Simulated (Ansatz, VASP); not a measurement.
# Pd in VASP and in Ansatz

File INCAR:

```
SYSTEM = Pd
PREC = Accurate ; ENCUT = 520
EDIFF = 1E-6 ; ISMEAR = -1
SIGMA = 0.05 ; LREAL = .False.
LASPH = .True. ; NELM = 150
ALGO = Normal ; ISIF = 2
LWAVE = .False. ; LCHARG = .False.
ISPIN = 2 ; MAGMOM = 0.5
LORBIT = 11 ; LMAXMIX = 4
GGA = PE ; NBANDS = 15
```

The input KPOINTS:

```
Automatic mesh
0
Gamma
  23 23 23
  0 0 0
```

File POSCAR:

```
Pd
1.0
   -1.5693789834      1.5693789834      1.5693789834
    1.5693789834     -1.5693789834      1.5693789834
    1.5693789834      1.5693789834     -1.5693789834
Pd
1
Direct
    0.0000000000      0.0000000000      0.0000000000
```

Input for Ansatz:

```yaml
crystal:
  lattice:
    - [-1.5693789834, 1.5693789834, 1.5693789834]
    - [1.5693789834, -1.5693789834, 1.5693789834]
    - [1.5693789834, 1.5693789834, -1.5693789834]
  atoms:
    - { symbol: Pd, position: [0.0, 0.0, 0.0], spin: 0.5 }
hamiltonian:
  xc: pbe
  pseudopotentials:
    kind: paw
    azcp:
      Pd: "pseudopotentials/Pd.paw.azcp"
basis:
  ecutwfc: 420
  fft_grid_basis: typed
kpoints:
  mp_grid: { grid: [23, 23, 23], shift: [0, 0, 0] }
magnetization:
  spin_polarized: true
scf:
  occupations: { method: fermi_dirac, width: 0.05 }
```

Alike in both runs: task single point; functional PBE; k mesh 23 × 23 × 23; occupations fermi-dirac, width 0.05 eV; collinear spin.

|  | VASP | Ansatz |
| --- | --- | --- |
| version | VASP 6.6.1 | Ansatz 0.2.0 |
| potentials or method | VASP PAW PBE potentials, release 64 (Pd), cutoff 520 eV | plane waves (420 eV) with PAW, scalar-relativistic |
| valence electrons in the cell | 10 | 18 |

|  | VASP | Ansatz | Ansatz less VASP |
| --- | --- | --- | --- |
| net moment per atom (μB) | 0.00 | 0.00 | 0.000 |

VASP's potentials hold 10 valence electrons a cell and Ansatz's 18, so a difference there can come from the potentials and not from the codes. Ansatz's warnings: seeded moment not kept.
